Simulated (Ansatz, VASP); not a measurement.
**Two plane-wave programs on Au**

Contents of POSCAR:

```
Au
1.0
    0.0000000000      2.0484772140      2.0484772140
    2.0484772140      0.0000000000      2.0484772140
    2.0484772140      2.0484772140      0.0000000000
Au
1
Direct
    0.0000000000      0.0000000000      0.0000000000
```

The input INCAR.step1:

```
SYSTEM = Au
PREC     = Accurate       ! precision mode
ENCUT    = 440            ! plane-wave cutoff, eV
EDIFF    = 1E-5           ! SCF threshold, eV
ISMEAR   = -1             ! smearing method
SIGMA    = 0.05           ! smearing width, eV
LREAL    = .FALSE.        ! projectors in reciprocal space
LASPH    = .TRUE.         ! aspherical terms in the spheres
NELM     = 120            ! most SCF steps
ALGO     = Normal         ! electronic algorithm
ISIF     = 2              ! what is computed and relaxed
LWAVE    = .TRUE.         ! write WAVECAR
LCHARG   = .FALSE.        ! write CHGCAR
NBANDS   = 12             ! bands
GGA      = PE             ! functional
GGA_COMPAT= .FALSE.
```

File INCAR.step2:

```
SYSTEM = Au
PREC     = Accurate       ! precision mode
ENCUT    = 440            ! plane-wave cutoff, eV
EDIFF    = 1E-6           ! SCF threshold, eV
ISMEAR   = -1             ! smearing method
SIGMA    = 0.05           ! smearing width, eV
LREAL    = .FALSE.        ! projectors in reciprocal space
LASPH    = .TRUE.         ! aspherical terms in the spheres
NELM     = 120            ! most SCF steps
ALGO     = Normal         ! electronic algorithm
ISIF     = 2              ! what is computed and relaxed
LWAVE    = .FALSE.        ! write WAVECAR
LCHARG   = .FALSE.        ! write CHGCAR
METAGGA  = R2SCAN         ! meta-GGA
LHFCALC  = .TRUE.         ! exact exchange
AEXX     = 0.1            ! exact-exchange fraction
LMIXTAU  = .TRUE.       
PRECFOCK = Normal       
NBANDS   = 12             ! bands
ISTART   = 1            
GGA_COMPAT= .FALSE.
```

The input KPOINTS:

```
Automatic mesh
0
G
  6 6 6
  0 0 0
```

The input input.yaml:

```yaml
crystal:
  lattice:
    - [0.0, 2.048477214, 2.048477214]
    - [2.048477214, 0.0, 2.048477214]
    - [2.048477214, 2.048477214, 0.0]
  atoms:
    - { symbol: Au, position: [0.0, 0.0, 0.0] }
hamiltonian:
  xc: r2scanh
  pseudopotentials: { kind: paw }
kpoints:
  mp_grid: { grid: [6, 6, 6] }
scf:
  occupations: { method: fermi_dirac, width: 0.05 }
output:
  forces: true
  stress: true
  eigenvalues: true
  write_density: true
  write_potential: true
  elf: true
  volumetric_format: npy
```

Alike in both runs: task single point; functional r2SCANh; k mesh 6 × 6 × 6; occupations fermi-dirac, width 0.05 eV; no spin polarisation.

|  | VASP | Ansatz |
| --- | --- | --- |
| version | VASP 6.6.1 | Ansatz 0.2.0 |
| potentials or method | VASP PAW PBE potentials, release 64 (Au) | Ansatz PAW |
| plane-wave cutoff (eV) | 440 | 500 |
| valence electrons in the cell | 11 | 19 |

VASP gave:

- gap on the k mesh at the Fermi level (eV): none
- pressure (GPa): 4.2

Task: Estimate Ansatz's values.

Result: gap on the k mesh at the Fermi level (eV): none; pressure (GPa): 3.9.

VASP's potentials were made for PBE, not for r2SCANh. A gap of «none» marks a metal or a gap that the smearing closes. VASP's potentials hold 11 valence electrons a cell and Ansatz's 19, so a difference there can come from the potentials and not from the codes.

The k mesh is coarse, so the values compare programs but aren't converged. Spin-orbit coupling is off throughout.
